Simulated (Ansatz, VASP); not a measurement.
**SrTe in VASP and in Ansatz**

File INCAR:

```
ALGO     = Normal         # electronic algorithm
EDIFF    = 1E-8           # SCF threshold, eV
ENCUT    = 400            # plane-wave cutoff, eV
GGA      = PE             # functional
GGA_COMPAT= F            
ISIF     = 2              # what is computed and relaxed
ISMEAR   = -1             # smearing method
LASPH    = T              # aspherical terms in the spheres
LCHARG   = F              # write CHGCAR
LEFG     = T            
LREAL    = F              # projectors in reciprocal space
LWAVE    = F              # write WAVECAR
NBANDS   = 15             # bands
NELM     = 120            # most SCF steps
PREC     = Accurate       # precision mode
SIGMA    = 0.03           # smearing width, eV
```

KPOINTS

```
k-points
0
Gamma
  11 11 11
```

POSCAR

```
SrTe
1.0
    0.0000000000      3.3022324320      3.3022324320
    3.3022324320      0.0000000000      3.3022324320
    3.3022324320      3.3022324320      0.0000000000
Sr Te
1 1
Direct
    0.0000000000      0.0000000000      0.0000000000
    0.5000000000      0.5000000000      0.5000000000
```

Input for Ansatz:

```yaml
crystal:
  lattice:
    - [0.0, 3.302232432, 3.302232432]
    - [3.302232432, 0.0, 3.302232432]
    - [3.302232432, 3.302232432, 0.0]
  atoms:
    - { symbol: Sr, position: [0.0, 0.0, 0.0] }
    - { symbol: Te, position: [0.5, 0.5, 0.5] }
kpoints:
  mp_grid: { grid: [11, 11, 11] }
scf:
  occupations: { method: fermi_dirac, width: 0.03 }
hamiltonian:
  xc: pbe
  pseudopotentials: { kind: all_electron, datasets: crystal }
output:
  forces: true
  stress: true
  eigenvalues: true
  efg: { contact_densities: true }
```

Change from the starting cell: volume scaled by 0.95, crystal datasets.

Alike in both runs: task electric field gradients; functional PBE; k mesh 11 × 11 × 11; occupations fermi-dirac, width 0.03 eV; no spin polarisation.

```csv
,VASP,Ansatz
version,VASP 6.6.1,Ansatz 0.2.0
potentials or method,"VASP PAW PBE potentials, release 64 (Sr_sv, Te), cutoff 400 eV","all-electron PAW with datasets made for the crystal, scalar-relativistic"
```

|  | VASP | Ansatz | Ansatz less VASP |
| --- | --- | --- | --- |
| gap on the k mesh at the Fermi level (eV) | 1.65 | 1.67 | +0.026 |
| pressure (GPa) | 1.9 | 1.9 | -0.08 |

Ansatz ran all-electron here, and VASP with PAW potentials.

Spin-orbit coupling is off throughout.
